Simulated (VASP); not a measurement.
Input of a VASP 6.6.1 run:

File INCAR:

```
ALGO = Normal
EDIFF = 1E-6
ENCUT = 520
GGA = CA
ISIF = 2
ISMEAR = -1
LASPH = True
LCHARG = False
LREAL = False
LWAVE = False
NBANDS = 11
NELM = 100
PREC = Accurate
SIGMA = 0.1
```

File KPOINTS:

```
k-points
0
Gamma
  27 27 27
```

POSCAR

```
C
1.0
   -1.0903616157      1.0903616157      1.5418746386
    1.0903616157     -1.0903616157      1.5418746386
    1.0903616157      1.0903616157     -1.5418746386
C
2
Direct
   -0.3750000000     -0.1250000000     -0.2500000000
    0.3750000000      0.1250000000      0.2500000000
```

Potentials or basis: VASP PAW LDA potentials, release 64 (C).

The run is started by

```bash
$ cat potpaw_LDA.64/C/POTCAR > POTCAR
$ mpirun -np 1 vasp_std > vasp.out
```

(1) What does it give for the band gap on the k mesh?

(2) What does it give for the pressure?

Results:

(1) 5.31 eV (least direct gap 6.79 eV).

(2) 393.5 GPa.

Caveat: the cell stands under pressure; an odd mesh through Γ misses points on the zone boundary, where band edges can lie.
